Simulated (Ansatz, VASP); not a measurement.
## One calculation of InSe, two programs

```
In Se
1.0
     2.04433    1.18029    9.30255
    -2.04433    1.18029    9.30255
     0.00000   -2.36058    9.30255
In Se
2 2
Cartesian
  0.0000 0.0000 0.1408
  0.0000 0.0000 2.9662
  0.0000 0.0000 17.4735
  0.0000 0.0000 22.8438
```

Alike in both runs: functional PBE; k mesh 7 × 7 × 7; occupations fermi-dirac, width 0.02 eV; no spin polarisation.

Ansatz relaxed the structure, and its values are those at the end. VASP's run is a single point on that final structure, the one shown.

|  | VASP | Ansatz |
| --- | --- | --- |
| version | VASP 6.6.1 | Ansatz 0.2.0 |
| potentials or method | VASP PAW PBE potentials, release 64 (In_d, Se), cutoff 520 eV | all-electron LAPW, scalar-relativistic |

|  | VASP | Ansatz | Ansatz less VASP |
| --- | --- | --- | --- |
| pressure (GPa) | 0.0 | 0.0 | -0.02 |
| rms of the force components (eV/Å) | 0.006 | 0.001 | -0.0052 |

Ansatz ran all-electron here, and VASP with PAW potentials.
